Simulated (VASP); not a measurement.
Crystal: Fe.

```
Fe
1.0
    -1.36970    1.36970    1.36970
     1.36970   -1.36970    1.36970
     1.36970    1.36970   -1.36970
Fe
1
Cartesian
  0.0000 0.0000 0.0000
```

This cell differs from its parent crystal: volume scaled by 0.980.

Base run:

| Item | Value |
| --- | --- |
| Program | VASP 6.6.1 |
| Functional | PBE |
| Potentials or basis | VASP PAW PBE potentials, release 64 (Fe) |
| Cutoff | 520 eV |
| k mesh | 22 × 22 × 22 |
| Occupations | gaussian, width 0.05 eV |
| Spin | no spin polarisation |

Its results: band gap on the k mesh zero (band 4 reaches 8.03 eV, above the bottom of band 5 at 5.86 eV); pressure 4.3 GPa.

The run is repeated on the same cell with these changes: potentials or basis from VASP PAW PBE potentials, release 64 (Fe) to VASP PAW PBE potentials, release 64 (Fe_sv); cutoff from 520 eV to 600 eV; further incar settings from ALGO = Normal; EDIFF = 1e-06; NBANDS = 10 to ALGO = Normal; EDIFF = 1e-06; NBANDS = 14; valence electrons from 8 to 16. What comes out?

Band gap on the k mesh zero (band 8 reaches 15.01 eV, above the bottom of band 9 at 12.81 eV); pressure 1.6 GPa.

Caveats: the run has no spin polarisation, though such a crystal can be magnetic.
